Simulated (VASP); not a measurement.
# CuO: single point with PBE+U

The system is CuO.

```
CELL_PARAMETERS angstrom
2.34185 -1.71130 0.00000
2.34185 1.71130 0.00000
-0.85003 0.00000 5.05787
ATOMIC_POSITIONS crystal
Cu 0.00000 0.50000 0.00000
Cu 0.50000 0.00000 0.50000
O 0.58160 0.41840 0.25000
O 0.41840 0.58160 0.75000
```

| Property | Result |
| --- | --- |
| Program | VASP 6.6.1 |
| Task | single point |
| Functional | PBE |
| Potentials or basis | VASP PAW PBE potentials, release 64 (Cu, O) |
| Cutoff | 520 eV |
| k mesh | 7 × 7 × 4 |
| Occupations | gaussian, width 0.05 eV |
| Spin | collinear spin, ferromagnetic start |
| Starting moments | [1.0, 1.0, 0.0, 0.0] μB |
| Hubbard terms | Cu d U = 5.0 eV |

* Pressure: 4.1 GPa
* Largest force: 0.031 eV/Å
* Band gap on the k mesh: 0.41 eV, indirect (least direct gap 0.42 eV)
* Net moment: 2.00 μB per cell
* Site moments: Cu +0.68; O +0.28 μB
* Valence electrons inside the program's atomic spheres: Cu 9.92; O 5.00

Forces on the atoms (eV/Å):
```
Cu   0.000  0.000  0.000
Cu   0.000  0.000  0.000
O    0.000  0.031  0.000
O    0.000 -0.031  0.000
```

Stress tensor (GPa, compression positive):
```
3.43 0.00 0.50
0.00 4.47 0.00
0.50 0.00 4.33
```

Levels at points of the mesh, in eV from the valence-band top:
Spin up:
```
           k point  band 15  band 16  band 17  band 18  band 19  band 20  band 21  band 22
(0.00, 0.00, 0.00)    -2.54    -2.14    -0.58    -0.07     1.78     6.53     8.37    13.84
(0.00, 0.00, 0.50)    -1.93    -1.93    -0.70    -0.70     4.13     4.13    11.98    11.98
```
Spin down:
```tsv
k point	band 13	band 14	band 15	band 16	band 17	band 18	band 19	band 20
(0.00, 0.00, 0.00)	-2.79	-2.11	-2.04	-1.57	1.54	2.07	2.42	6.64
(0.00, 0.00, 0.50)	-3.11	-3.11	-1.42	-1.42	1.82	1.82	4.43	4.43
```

Eigenvalues of the final occupation matrices:
```csv
site,spin,trace,eigenvalues
site 1 d,1,4.93,0.96 0.97 0.98 0.98 1.03
site 1 d,2,4.24,0.37 0.96 0.97 0.97 0.98
site 2 d,1,4.93,0.96 0.97 0.98 0.98 1.03
site 2 d,2,4.24,0.37 0.96 0.97 0.97 0.98
```

Wall time 100 s on 1 thread of AMD EPYC 9R45 96-Core Processor (Zen 5), with other jobs on the host, peak memory 0.21 GiB.

A k mesh can miss the band edges. The state reached can hang on the start; a lower one may exist.
